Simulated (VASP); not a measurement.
# Co (Pm-3m) in VASP: further runs, part 3 of 3

VASP 6.6.1. The steps go on from the part before.

## 5. Relaxation of cell and atoms, PBEsol, collinear spin, ferromagnetic start, target pressure 34 GPa, at which the enthalpy is minimised

The input, INCAR:

```
SYSTEM = Co
PREC = Accurate
ENCUT = 600
EDIFF = 1E-6
ISMEAR = -1
SIGMA = 0.08
LREAL = .FALSE.
LASPH = .TRUE.
NELM = 150
ALGO = Normal
ISIF = 3
LWAVE = .FALSE.
LCHARG = .FALSE.
ISPIN = 2
MAGMOM = 1.7
LORBIT = 11
LMAXMIX = 4
GGA = PS
IBRION = 2
NSW = 32
EDIFFG = -0.005
PSTRESS = 340.0
```

The input, KPOINTS:

```
Automatic mesh
0
G
  18 18 18
  0 0 0
```

The input, POSCAR:

```
Co
1.0
    2.1815753065      0.0000000000      0.0000000000
    0.0000000000      2.1815753065      0.0000000000
    0.0000000000      0.0000000000      2.1815753065
Co
1
Direct
    0.0000000000      0.0000000000      0.0000000000
```

Potentials or basis: VASP PAW PBE potentials, release 64 (Co).

Run with:

```bash
cat potpaw_PBE.64/Co/POTCAR > POTCAR
mpirun -np 1 vasp_std > vasp.out
```

OUTCAR:

```text
SYSTEM = Co
   PREC = Accurate
   ENCUT = 600
   EDIFF = 1E-6
   ISMEAR = -1
   LREAL = .FALSE.
   LASPH = .TRUE.
   NELM = 150
   ISIF = 3
   ISPIN = 2
   LORBIT = 11
   GGA = PS
   IBRION = 2
   NSW = 32
   EDIFFG = -0.005
   PSTRESS = 340.0

 ion  position               nearest neighbor table
   1  0.000  0.000  0.000-

  LATTYP: Found a simple cubic cell.
 ALAT       =     2.1815753065

  Lattice vectors:

 A1 = (   2.1815753065,   0.0000000000,   0.0000000000)
 A2 = (   0.0000000000,   2.1815753065,   0.0000000000)
 A3 = (   0.0000000000,   0.0000000000,   2.1815753065)

Analysis of symmetry for initial positions (statically):
=====================================================================
 Subroutine PRICEL returns:
 Original cell was already a primitive cell.

 Routine SETGRP: Setting up the symmetry group for a
 simple cubic supercell.

 Subroutine GETGRP returns: Found 48 space group operations
 (whereof 48 operations were pure point group operations)
 out of a pool of 48 trial point group operations.

The static configuration has the point symmetry O_h .

Analysis of symmetry for dynamics (positions and initial velocities):
=====================================================================
 Subroutine PRICEL returns:
 Original cell was already a primitive cell.

 Routine SETGRP: Setting up the symmetry group for a
 simple cubic supercell.

 Subroutine GETGRP returns: Found 48 space group operations
 (whereof 48 operations were pure point group operations)
 out of a pool of 48 trial point group operations.

The dynamic configuration has the point symmetry O_h .

Analysis of structural, dynamic, and magnetic symmetry:
=====================================================================
 Subroutine PRICEL returns:
 Original cell was already a primitive cell.

 Routine SETGRP: Setting up the symmetry group for a
 simple cubic supercell.

 Subroutine GETGRP returns: Found 48 space group operations
 (whereof 48 operations were pure point group operations)
 out of a pool of 48 trial point group operations.

The overall configuration has the point symmetry O_h .

 Subroutine INISYM returns: Found 48 space group operations
 (whereof 48 operations are pure point group operations),
 and found     1 'primitive' translations

----------------------------------------------------------------------------------------

                                     Primitive cell

  volume of cell :      10.3827

  direct lattice vectors                    reciprocal lattice vectors
     2.181575307  0.000000000  0.000000000     0.458384360  0.000000000  0.000000000
     0.000000000  2.181575307  0.000000000     0.000000000  0.458384360  0.000000000
     0.000000000  0.000000000  2.181575307     0.000000000  0.000000000  0.458384360

  length of vectors
     2.181575307  2.181575307  2.181575307     0.458384360  0.458384360  0.458384360

  position of ions in fractional coordinates (direct lattice)
     0.000000000  0.000000000  0.000000000

  ion indices of the primitive-cell ions
   primitive index   ion index
                 1           1

----------------------------------------------------------------------------------------

 KPOINTS: Automatic mesh

[... 53 lines left out ...]
   dimension x,y,z NGXF=    36 NGYF=   36 NGZF=   36
   ions per type =               1
   NGX,Y,Z   is equivalent  to a cutoff of  13.72, 13.72, 13.72 a.u.
   NGXF,Y,Z  is equivalent  to a cutoff of  27.43, 27.43, 27.43 a.u.
 SYSTEM =  Co
   PREC   = accura    normal or accurate (medium, high low for compatibility)
   ISTART =      0    job   : 0-new  1-cont  2-samecut
   ICHARG =      2    charge: 1-file 2-atom 10-const
   ISPIN  =      2    spin polarized calculation?
   LNONCOLLINEAR =      F non collinear calculations
   LSORBIT =      F    spin-orbit coupling
   LASPH  =      T    aspherical Exc in radial PAW
   ENCUT  =  600.0 eV  44.10 Ry    6.64 a.u.   4.36  4.36  4.36*2*pi/ulx,y,z
   NELM   =    150;   NELMIN=  2; NELMDL= -5     # of ELM steps
   EDIFF  = 0.1E-05   stopping-criterion for ELM
   LREAL  =      F    real-space projection
   EDIFFG = -.5E-02   stopping-criterion for IOM
   NSW    =     32    number of steps for IOM
   IBRION =      2    ionic relax: 0-MD 1-quasi-New 2-CG
   NFREE  =      1    steps in history (QN), initial steepest desc. (CG)
   ISIF   =      3    stress and relaxation
   ISYM   =      2    0-nonsym 1-usesym 2-fastsym
   POTIM  = 0.5000    time-step for ionic-motion
   TEBEG  =    0.0;   TEEND  =   0.0 temperature during run
   PSTRESS=  340.0 pullay stress
   NELECT =       9.0000    total number of electrons
   NUPDOWN=      -1.0000    fix difference up-down
   EMIN   =  10.00;   EMAX   =-10.00  energy-range for DOS
   EFERMI =   0.00;   METHOD = LEGACY
   ISMEAR =    -1;   SIGMA  =   0.08  broadening in eV -4-tet -1-fermi 0-gaus
   EFERMI_NEDOS =   21; number of points for ismear=-14 and -15
   IALGO  =     38    algorithm
   IMIX   =      4    mixing-type and parameters
     AMIX     =   0.40;   BMIX     =  1.00
     AMIX_MAG =   1.60;   BMIX_MAG =  1.00
  volume/ion in A,a.u.               =      10.38        70.07
  Fermi-wavevector in a.u.,A,eV,Ry     =   1.560937  2.949744 33.150939  2.436525
  Thomas-Fermi vector in A             =   2.664076
   LORBIT       =     11    0 simple, 1 ext, 2 COOP (PROOUT), +10 PAW based schemes
   GGA     = PS    functional components
   LHFCALC =     F    Hartree Fock is set to
   AEXX    =    0.0000 exact exchange contribution
   IVDW    =     0    specifies the selected vdW correction
   LEPSILON=     F    determine dielectric tensor
   LRPA    =     F    only Hartree local field effects (RPA)
 conjugate gradient relaxation of ions
 spin polarized calculation
  energy-cutoff  :      600.00
  volume of cell :       10.38
 maximum number of plane-waves:       360
 NGX is ok and might be reduce to    18
   NGX =  9   NGY =  9   NGZ =  9

--------------------------------------- Ionic step        1  -------------------------------------------

 number of electron       9.0000010 magnetization       1.4297779

 Free energy of the ion-electron system (eV)
  ---------------------------------------------------
  ext. energy  EPLUGINS =         0.00000000
  ---------------------------------------------------
  free energy    TOTEN  =        -6.76414979 eV

  energy without entropy =       -6.73625737  energy(sigma->0) =       -6.75020358

------------------------ aborting loop because EDIFF is reached ----------------------------------------

  FORCE on cell =-STRESS in cart. coord.  units (eV):
  Direction    XX          YY          ZZ          XY          YZ          ZX
  --------------------------------------------------------------------------------------
  -------------------------------------------------------------------------------------
  Total        2.0778907      2.0778907      2.0778907      0.0000000     -0.0000000     -0.0000000
  in kB      320.6436602    320.6436602    320.6436602      0.0000000     -0.0000000     -0.0000000
  external PRESSURE =     -19.3563398 kB  Pullay stress =     340.0000000 kB
[... 61 lines left out ...]
--------------------------------------- Ionic step        3  -------------------------------------------

 number of electron       9.0000009 magnetization       1.4193441

 Free energy of the ion-electron system (eV)
  ---------------------------------------------------
  ext. energy  EPLUGINS =         0.00000000
  ---------------------------------------------------
  free energy    TOTEN  =        -6.75053944 eV

  energy without entropy =       -6.72296328  energy(sigma->0) =       -6.73675136

 E-fermi :  11.1269     XC(G=0): -13.7790

 val. band max:       11.1243490172   @ k =   0.3889   0.3889   0.3889
 cond. band min:      11.1278129059   @ k =   0.5000   0.3889   0.0000
 fundamental gap:      0.0034638887
 Fermi energy:        11.1269188727

 spin component 1

 k-point     1 :       0.0000    0.0000    0.0000
  band No.  band energies     occupation
      1       1.6444      1.00000
      2       6.0652      1.00000
      3       6.0652      1.00000
      4      10.6738      0.99654
      5      10.6738      0.99654
      6      10.6738      0.99654
      7      32.8189      0.00000
      8      32.8189      0.00000
      9      32.8189      0.00000
[... 265 lines left out ...]
 k-point    24 :       0.3333    0.1111    0.0000
  band No.  band energies     occupation
      1       5.0971      1.00000
      2       6.7439      1.00000
      3       7.8506      1.00000
      4       9.4876      1.00000
      5       9.6771      1.00000
      6      10.5982      0.99865
      7      20.0116      0.00000
      8      32.5549      0.00000
      9      38.1579      0.00000

 [... further k-points ...]

 spin component 2

 k-point     1 :       0.0000    0.0000    0.0000
  band No.  band energies     occupation
      1       1.8356      1.00000
      2       7.0437      1.00000
      3       7.0437      1.00000
      4      12.4790      0.00000
      5      12.4790      0.00000
      6      12.4790      0.00000
      7      33.1656      0.00000
      8      33.1656      0.00000
      9      33.1656      0.00000
[... 308 lines left out ...]
  energy  without entropy=       -6.7229632798  energy(sigma->0) =       -6.73675136

  enthalpy is  TOTEN    =        -4.5612328261 eV   P V=        2.1893066145

 reached required accuracy - stopping structural energy minimisation

 total charge

# of ion       s       p       d       tot
------------------------------------------
    1        0.575   0.555   7.452   8.582

 magnetization (x)

# of ion       s       p       d       tot
------------------------------------------
    1        0.008  -0.000   1.402   1.410
```

OSZICAR:

```text
N       E                     dE             d eps       ncg     rms          rms(c)
DAV:   1     0.231839732644E+02    0.23184E+02   -0.46485E+03  7952   0.135E+03
DAV:   2    -0.706835308325E+01   -0.30252E+02   -0.29230E+02  8061   0.162E+02
[... 23 lines left out ...]
DAV:   2    -0.675265898075E+01    0.11457E-01   -0.13083E-01  8402   0.565E+00    0.471E-01
DAV:   3    -0.675090271032E+01    0.17563E-02   -0.10415E-02  8459   0.175E+00    0.264E-01
DAV:   4    -0.675069681089E+01    0.20590E-03   -0.56597E-05  8791   0.969E-02    0.866E-02
DAV:   5    -0.675053578095E+01    0.16103E-03   -0.19616E-04 10553   0.120E-01    0.164E-02
DAV:   6    -0.675053858268E+01   -0.28017E-05   -0.42854E-06  7662   0.288E-02    0.709E-03
DAV:   7    -0.675053944059E+01   -0.85791E-06   -0.84813E-07  4142   0.141E-02
   3 F= -.45612328E+01 E0= -.45474447E+01  d E =-.410069E-03  mag=     1.4194
```

Wall time 34 s (1 thread of Intel Xeon 6975P-C (Granite Rapids), shared host); peak memory 0.16 GiB.

Results:

| Property | Result |
| --- | --- |
| Free energy | -6.7505 eV |
| Relaxed volume | 10.32 Å³/atom |
| Relaxed cell | a = 2.177 Å, b = 2.177 Å, c = 2.177 Å, α = 90.00°, β = 90.00°, γ = 90.00° |
| Space group after relaxing (to 0.05 Å) | Pm-3m (No. 221) |
| Energy change on relaxing (the enthalpy is what falls) | +13.6 meV/atom |
| Ionic steps | 3 |
| Pressure after relaxing | 34.0 GPa |
| Net moment | 1.42 μB per cell |
| Site moments | Co +1.41 μB |
| Valence electrons inside the program's atomic spheres | Co 8.58 |

The path:
| step | energy change (eV) | largest force (eV/Å) | pressure (GPa) | volume (Å³) |
| --- | --- | --- | --- | --- |
| 1 | 0.0000 | 0.0000 | 32.06 | 10.38 |
| 2 | 0.0408 | 0.0000 | 37.80 | 10.20 |
| 3 | 0.0136 | 0.0000 | 34.01 | 10.32 |

Final structure:
```xyz
1
Lattice="2.1769 0.0000 0.0000 0.0000 2.1769 0.0000 0.0000 0.0000 2.1769" Properties=species:S:1:pos:R:3 pbc="T T T"
Co    0.0000    0.0000    0.0000
```

Caveat: the cell is relaxed towards a set pressure, so the enthalpy falls and the energy may rise; the PAW data sets were made with another functional, which shifts forces and pressure a little.

## 6. Summary

```tsv
task	cell	cutoff (eV)	gap on the mesh (eV)	pressure (GPa)	moment (μB)
single point	a = 2.182 Å, 1 atom	520	none	32.1	1.43
single point	a = 2.181 Å, 1 atom	520	none	32.2	1.43
relaxation of cell and atoms	relaxed to 34 GPa from a = 2.148 Å, 1 atom	600	none	34.0	1.42
relaxation of cell and atoms	relaxed to 34 GPa from a = 2.182 Å, 1 atom	600	none	34.0	1.42
```

Alike in all rows: level PBEsol; potentials or basis VASP PAW PBE potentials, release 64 (Co); spin collinear, ferromagnetic start; k mesh 18 × 18 × 18; smearing fermi-dirac 0.08 eV.

Caveats: the PAW data sets were made with another functional, which shifts forces and pressure a little; the cell is relaxed towards a set pressure, so the enthalpy falls and the energy may rise (some runs).

Total energies depend on the potentials used, so only differences within one code and one set of settings carry meaning.
